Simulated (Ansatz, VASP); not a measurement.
SnSe: VASP beside Ansatz

The input INCAR:

```
PREC = Accurate
ENCUT = 520
EDIFF = 1E-7
ISMEAR = 0
SIGMA = 0.028000000000000004
LREAL = False
LASPH = True
NELM = 60
ALGO = Normal
ISIF = 2
LWAVE = False
LCHARG = False
GGA = PE
NBANDS = 17
```

Contents of KPOINTS:

```
regular mesh
0
Gamma
  8 8 8
```

The input POSCAR:

```
SnSe
1.0
    0.0000000000      3.0100000000      3.0100000000
    3.0100000000      0.0000000000      3.0100000000
    3.0100000000      3.0100000000      0.0000000000
Sn Se
1 1
Direct
    0.0000000000      0.0000000000      0.0000000000
    0.5000000000      0.5000000000      0.5000000000
```

File input.yaml:

```yaml
crystal:
  lattice:
    - [0.0, 3.01, 3.01]
    - [3.01, 0.0, 3.01]
    - [3.01, 3.01, 0.0]
  atoms:
    - { symbol: Sn, position: [0.0, 0.0, 0.0] }
    - { symbol: Se, position: [0.5, 0.5, 0.5] }
kpoints:
  mp_grid: { grid: [8, 8, 8] }
scf:
  occupations: { method: gaussian, width: 0.028 }
hamiltonian:
  xc: pbe
  pseudopotentials: { kind: all_electron, lapw: { basis_error: 0.001 } }
output:
  forces: true
  stress: true
  eigenvalues: true
```

Alike in both runs: task single point; functional PBE; k mesh 8 × 8 × 8; occupations gaussian, width 0.028 eV; no spin polarisation.

```csv
,VASP,Ansatz
version,VASP 6.6.1,Ansatz 0.2.0
potentials or method,"VASP PAW PBE potentials, release 64 (Sn_d, Se), cutoff 520 eV","all-electron LAPW, scalar-relativistic"
```

|  | VASP | Ansatz | Ansatz less VASP |
| --- | --- | --- | --- |
| gap on the k mesh at the Fermi level (eV) | 0.58 | 0.58 | 0.000 |
| least direct gap on the mesh (eV) | 0.58 | 0.58 | 0.000 |
| pressure (GPa) | 0.9 | 0.9 | 0.00 |

Ansatz ran all-electron here, and VASP with PAW potentials.
